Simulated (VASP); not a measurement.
Crystal: Ag.

```
CELL_PARAMETERS angstrom
0.00000 2.05218 2.05218
2.05218 0.00000 2.05218
2.05218 2.05218 0.00000
ATOMIC_POSITIONS crystal
Ag 0.00000 0.00000 0.00000
```

- Program: VASP 6.6.1
- Task: relaxation of cell and atoms
- Functional: LDA
- Potentials or basis: VASP PAW LDA potentials, release 64 (Ag)
- Cutoff: 600 eV
- k mesh: 8 × 8 × 8
- Occupations: gaussian, width 0.1 eV
- Spin: no spin polarisation

At the start: pressure -7.9 GPa; volume 17.29 Å³/atom.

Problem. How do energy, volume and symmetry change on relaxing?

Solution. Over 3 steps the energy falls by 30.9 meV/atom and the volume is 16.13 Å³/atom (-6.7 %); space group Fm-3m (No. 225, to 0.05 Å).

The path:
| step | energy change (eV) | largest force (eV/Å) | pressure (GPa) | volume (Å³) |
| --- | --- | --- | --- | --- |
| 1 | 0.0000 | 0.0000 | -7.88 | 17.29 |
| 2 | -0.0079 | 0.0000 | 8.96 | 15.25 |
| 3 | -0.0309 | 0.0000 | -0.08 | 16.13 |

Final structure:
```
CELL_PARAMETERS angstrom
0.00000 2.00537 2.00537
2.00537 0.00000 2.00537
2.00537 2.00537 0.00000
ATOMIC_POSITIONS crystal
Ag 0.00000 0.00000 0.00000
```
